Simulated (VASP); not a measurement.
# Fe2O3 (P6/mmm) in VASP: single point with PBE

Aim: the single point of Fe2O3 with PBE.

Program: VASP 6.6.1. These are calculated values, not measurements. Logs are shortened: lines on timing, memory, paths and dates and some standing lists are left out, and cuts for length are marked.

### Step 1. The cell of the first run

The structure is hexagonal, space group P6/mmm (No. 191). Conventional cell: a = 5.344 Å, b = 5.344 Å, c = 2.629 Å, α = 90.00°, β = 90.00°, γ = 120.00°. Within 2.7 Å of Fe (site symmetry -6m2) lie 6 O at 2.03 Å and 2 Fe at 2.63 Å. O (site symmetry mmm) has 4 Fe at 2.03 Å and 6 O at 2.63 to 2.67 Å within 2.7 Å.

The cell was built from a structure type or drawn by symmetry, and may not be a known phase.

### Step 2. Single point, PBE, collinear spin, ferromagnetic start

INCAR

```
  PREC = Accurate
  ENCUT = 520
  EDIFF = 1E-7
  ISMEAR = 0
  SIGMA = 0.1
  LREAL = F
  LASPH = T
  NELM = 150
  ALGO = Normal
  ISIF = 2
  LWAVE = F
  LCHARG = F
  ISPIN = 2
  MAGMOM = 3.73 3.73 0.33 0.33 0.33
  LORBIT = 11
  LMAXMIX = 4
  GGA = PE
  NBANDS = 29
```

KPOINTS

```
regular mesh
0
Gamma
  12 12 14
```

POSCAR

```
Fe2O3
1.0
    5.3444418944      0.0000000000      0.0000000000
   -2.6722209472      4.6284224496      0.0000000000
    0.0000000000      0.0000000000      2.6287128049
Fe O
2 3
Direct
    0.3333333333      0.6666666667      0.5000000000
    0.6666666667      0.3333333333      0.5000000000
    0.5000000000      0.5000000000      0.0000000000
    0.0000000000      0.5000000000      0.0000000000
    0.5000000000      0.0000000000      0.0000000000
```

Potentials or basis: VASP PAW PBE potentials, release 64 (Fe, O).

Run with:

```console
$ cat potpaw_PBE.64/Fe/POTCAR potpaw_PBE.64/O/POTCAR > POTCAR
$ mpirun -np 1 vasp_std > vasp.out
```

OUTCAR:

```text
PREC = Accurate
   ENCUT = 520
   EDIFF = 1E-7
   ISMEAR = 0
   LREAL = F
   LASPH = T
   NELM = 150
   ISIF = 2
   ISPIN = 2
   LORBIT = 11
   GGA = PE

 ion  position               nearest neighbor table
   1  0.333  0.667  0.500-   5 2.03   5 2.03   4 2.03   4 2.03   3 2.03   3 2.03   2 3.09   2 3.09
                             2 3.09
   2  0.667  0.333  0.500-   5 2.03   5 2.03   4 2.03   4 2.03   3 2.03   3 2.03   1 3.09   1 3.09
                             1 3.09
   3  0.500  0.500  0.000-   1 2.03   2 2.03   1 2.03   2 2.03
   4  0.000  0.500  0.000-   1 2.03   2 2.03   1 2.03   2 2.03
   5  0.500  0.000  0.000-   1 2.03   2 2.03   1 2.03   2 2.03

  LATTYP: Found a hexagonal cell.
 ALAT       =     5.3444418944
 C/A-ratio  =     0.4918591795

  Lattice vectors:

 A1 = (   5.3444418944,   0.0000000000,   0.0000000000)
 A2 = (  -2.6722209472,   4.6284224496,   0.0000000000)
 A3 = (   0.0000000000,   0.0000000000,   2.6287128049)

Analysis of symmetry for initial positions (statically):
=====================================================================
 Subroutine PRICEL returns:
 Original cell was already a primitive cell.

 Routine SETGRP: Setting up the symmetry group for a
 hexagonal supercell.

 Subroutine GETGRP returns: Found 24 space group operations
 (whereof 24 operations were pure point group operations)
 out of a pool of 24 trial point group operations.

The static configuration has the point symmetry D_6h.

Analysis of symmetry for dynamics (positions and initial velocities):
=====================================================================
 Subroutine PRICEL returns:
 Original cell was already a primitive cell.

 Routine SETGRP: Setting up the symmetry group for a
 hexagonal supercell.

 Subroutine GETGRP returns: Found 24 space group operations
 (whereof 24 operations were pure point group operations)
 out of a pool of 24 trial point group operations.

The dynamic configuration has the point symmetry D_6h.

Analysis of structural, dynamic, and magnetic symmetry:
=====================================================================
 Subroutine PRICEL returns:
 Original cell was already a primitive cell.

 Routine SETGRP: Setting up the symmetry group for a
 hexagonal supercell.

 Subroutine GETGRP returns: Found 24 space group operations
 (whereof 24 operations were pure point group operations)
 out of a pool of 24 trial point group operations.

The overall configuration has the point symmetry D_6h.

 Subroutine INISYM returns: Found 24 space group operations
 (whereof 24 operations are pure point group operations),
 and found     1 'primitive' translations

----------------------------------------------------------------------------------------

                                     Primitive cell

  volume of cell :      65.0247

  direct lattice vectors                    reciprocal lattice vectors
     5.344441894  0.000000000  0.000000000     0.187110276  0.108028168  0.000000000
    -2.672220947  4.628422450  0.000000000     0.000000000  0.216056337  0.000000000
     0.000000000  0.000000000  2.628712805     0.000000000  0.000000000  0.380414322

  length of vectors
     5.344441894  5.344441894  2.628712805     0.216056337  0.216056337  0.380414322

  position of ions in fractional coordinates (direct lattice)
     0.333333333  0.666666667  0.500000000
     0.666666667  0.333333333  0.500000000
     0.500000000  0.500000000  0.000000000
     0.000000000  0.500000000  0.000000000
     0.500000000  0.000000000  0.000000000

  ion indices of the primitive-cell ions
   primitive index   ion index
                 1           1
                 2           2
                 3           3
                 4           4
                 5           5

----------------------------------------------------------------------------------------

 KPOINTS: regular mesh

Automatic generation of k-mesh.
 Grid dimensions read from file:
 generate k-points for:   12   12   14

 Generating k-lattice:

  Cartesian coordinates                     Fractional coordinates (reciprocal lattice)
     0.015592523  0.009002347  0.000000000     0.083333333 -0.000000000  0.000000000
     0.000000000  0.018004695  0.000000000     0.000000000  0.083333333  0.000000000
     0.000000000  0.000000000  0.027172452     0.000000000  0.000000000  0.071428571

  Length of vectors
     0.018004695  0.018004695  0.027172452

  Shift w.r.t. Gamma in fractional coordinates (k-lattice)
     0.000000000  0.000000000  0.000000000

 Subroutine IBZKPT returns following result:
 ===========================================

 Found    152 irreducible k-points:

 Following reciprocal coordinates:
            Coordinates               Weight
  0.000000  0.000000  0.000000      1.000000
  0.083333  0.000000  0.000000      6.000000
  0.166667  0.000000  0.000000      6.000000
  0.250000  0.000000  0.000000      6.000000
  0.333333  0.000000  0.000000      6.000000
  0.416667  0.000000  0.000000      6.000000
[... 16 lines left out ...]
  0.250000  0.000000  0.071429     12.000000
  0.333333  0.000000  0.071429     12.000000
 [... further k-points ...]
   k-points           NKPTS =    152   k-points in BZ     NKDIM =    152   number of bands    NBANDS=     29
   number of dos      NEDOS =    301   number of ions     NIONS =      5
   total plane-waves  NPLWV =  32000
   dimension x,y,z NGX =    40 NGY =   40 NGZ =   20
   dimension x,y,z NGXF=    80 NGYF=   80 NGZF=   40
   ions per type =               2   3
   NGX,Y,Z   is equivalent  to a cutoff of  12.44, 12.44, 12.65 a.u.
   NGXF,Y,Z  is equivalent  to a cutoff of  24.89, 24.89, 25.30 a.u.
 SYSTEM =  unknown system
   PREC   = accura    normal or accurate (medium, high low for compatibility)
   ISTART =      0    job   : 0-new  1-cont  2-samecut
   ICHARG =      2    charge: 1-file 2-atom 10-const
   ISPIN  =      2    spin polarized calculation?
   LNONCOLLINEAR =      F non collinear calculations
   LSORBIT =      F    spin-orbit coupling
   LASPH  =      T    aspherical Exc in radial PAW
   ENCUT  =  520.0 eV  38.22 Ry    6.18 a.u.   9.94  9.94  4.89*2*pi/ulx,y,z
   NELM   =    150;   NELMIN=  2; NELMDL= -5     # of ELM steps
   EDIFF  = 0.1E-06   stopping-criterion for ELM
   LREAL  =      F    real-space projection
   EDIFFG = 0.1E-05   stopping-criterion for IOM
   NSW    =      0    number of steps for IOM
   IBRION =     -1    ionic relax: 0-MD 1-quasi-New 2-CG
   NFREE  =      0    steps in history (QN), initial steepest desc. (CG)
   ISIF   =      2    stress and relaxation
   ISYM   =      2    0-nonsym 1-usesym 2-fastsym
   POTIM  = 0.5000    time-step for ionic-motion
   TEBEG  =    0.0;   TEEND  =   0.0 temperature during run
   PSTRESS=    0.0 pullay stress
   NELECT =      34.0000    total number of electrons
   NUPDOWN=      -1.0000    fix difference up-down
   EMIN   =  10.00;   EMAX   =-10.00  energy-range for DOS
   EFERMI =   0.00;   METHOD = LEGACY
   ISMEAR =     0;   SIGMA  =   0.10  broadening in eV -4-tet -1-fermi 0-gaus
   EFERMI_NEDOS =   21; number of points for ismear=-14 and -15
   IALGO  =     38    algorithm
   IMIX   =      4    mixing-type and parameters
     AMIX     =   0.40;   BMIX     =  1.00
     AMIX_MAG =   1.60;   BMIX_MAG =  1.00
  volume/ion in A,a.u.               =      13.00        87.76
  Fermi-wavevector in a.u.,A,eV,Ry     =   1.318889  2.492339 23.666908  1.739469
  Thomas-Fermi vector in A             =   2.448827
   LORBIT       =     11    0 simple, 1 ext, 2 COOP (PROOUT), +10 PAW based schemes
   GGA     = PE    functional components
   LHFCALC =     F    Hartree Fock is set to
   AEXX    =    0.0000 exact exchange contribution
   IVDW    =     0    specifies the selected vdW correction
   LEPSILON=     F    determine dielectric tensor
   LRPA    =     F    only Hartree local field effects (RPA)
 spin polarized calculation
 Gauss-broadening in eV      SIGMA  =   0.10
  energy-cutoff  :      520.00
  volume of cell :       65.02
 maximum number of plane-waves:      1774
 NGX is ok and might be reduce to    40
   NGX = 19   NGY = 19   NGZ =  9

 number of electron      34.0000001 magnetization       8.4269751

 Free energy of the ion-electron system (eV)
  ---------------------------------------------------
  ext. energy  EPLUGINS =         0.00000000
  ---------------------------------------------------
  free energy    TOTEN  =       -36.03898706 eV

  energy without entropy =      -36.02099692  energy(sigma->0) =      -36.02999199

 E-fermi :   1.9894     XC(G=0):  -9.6695

 val. band max:        1.9863036142   @ k =   0.4167   0.0833   0.1429
 cond. band min:       1.9907690152   @ k =   0.5000   0.0000   0.1429
 fundamental gap:      0.0044654010
 Fermi energy:         1.9894048674

 spin component 1

 k-point     1 :       0.0000    0.0000    0.0000
  band No.  band energies     occupation
      1     -17.6686      1.00000
      2     -16.3802      1.00000
      3     -16.3802      1.00000
      4      -6.6422      1.00000
      5      -3.5891      1.00000
      6      -3.5891      1.00000
[... 757 lines left out ...]
     28      14.4812      0.00000
     29      15.1991      0.00000

 [... further k-points ...]

 spin component 2

 k-point     1 :       0.0000    0.0000    0.0000
  band No.  band energies     occupation
      1     -17.1229      1.00000
      2     -15.8140      1.00000
      3     -15.8140      1.00000
      4      -5.8084      1.00000
      5      -2.4310      1.00000
      6      -2.4310      1.00000
[... 757 lines left out ...]
     28      15.3448      0.00000
     29      16.1617      0.00000

 [... further k-points ...]

------------------------ aborting loop because EDIFF is reached ----------------------------------------

  FORCE on cell =-STRESS in cart. coord.  units (eV):
  Direction    XX          YY          ZZ          XY          YZ          ZX
  --------------------------------------------------------------------------------------
  -------------------------------------------------------------------------------------
  Total        0.0501502      0.0501502     -0.0239646      0.0000000     -0.0000000      0.0000000
  in kB        1.2356754      1.2356754     -0.5904759      0.0000000     -0.0000000      0.0000000
  external PRESSURE =       0.6269583 kB  Pullay stress =       0.0000000 kB

 VOLUME and BASIS-vectors are now :
 -----------------------------------------------------------------------------
  energy-cutoff  :      520.00
  volume of cell :       65.02
      direct lattice vectors                 reciprocal lattice vectors
     5.344441894  0.000000000  0.000000000     0.187110276  0.108028168  0.000000000
    -2.672220947  4.628422450  0.000000000     0.000000000  0.216056337  0.000000000
     0.000000000  0.000000000  2.628712805     0.000000000  0.000000000  0.380414322

 POSITION                                       TOTAL-FORCE (eV/Angst)
 -----------------------------------------------------------------------------------
     -0.00000      3.08561      1.31436         0.000000     -0.000000     -0.000000
      2.67222      1.54281      1.31436        -0.000000     -0.000000      0.000000
      1.33611      2.31421      0.00000        -0.000000      0.000000      0.000000
     -1.33611      2.31421      0.00000        -0.000000      0.000000      0.000000
      2.67222      0.00000      0.00000        -0.000000      0.000000      0.000000
 -----------------------------------------------------------------------------------
    total drift:                               -0.000000      0.000000     -0.000000

  FREE ENERGIE OF THE ION-ELECTRON SYSTEM (eV)
  ---------------------------------------------------
  free  energy   TOTEN  =       -36.0389870612 eV

  energy  without entropy=      -36.0209969150  energy(sigma->0) =      -36.02999199

 total charge

# of ion       s       p       d       tot
------------------------------------------
    1        0.350   0.502   5.950   6.802
    2        0.350   0.502   5.950   6.802
    3        1.568   3.420   0.000   4.988
    4        1.568   3.420   0.000   4.988
    5        1.568   3.420   0.000   4.988
--------------------------------------------------
tot          5.406  11.262  11.901  28.569

 magnetization (x)

# of ion       s       p       d       tot
------------------------------------------
    1        0.031   0.047   3.543   3.622
    2        0.031   0.047   3.543   3.622
    3        0.026   0.266   0.000   0.292
    4        0.026   0.266   0.000   0.292
    5        0.026   0.266   0.000   0.292
--------------------------------------------------
tot          0.142   0.893   7.087   8.122
```

Wall time 18 min (1 thread of Oxide Virtual Turin-like, shared host); peak memory 0.45 GiB.

What came out:

```
Free energy                                           : -36.0390 eV
Pressure                                              : 0.1 GPa
Net moment                                            : 8.43 μB per cell
Site moments                                          : Fe +3.62; O +0.29 μB
Valence electrons inside the program's atomic spheres : Fe 6.80; O 4.99
```

Stress tensor (GPa, compression positive):
```
 0.12  0.00  0.00
 0.00  0.12  0.00
 0.00  0.00 -0.06
```

Caveat: semilocal functionals often make such compounds metallic where correlation or magnetic order opens a gap, which also shifts bond lengths; only a ferromagnetic start was run, and an antiferromagnetic order may lie lower in energy. With open d or f shells a metallic result of PBE can be an artefact of self-interaction; +U or a hybrid may open a gap.
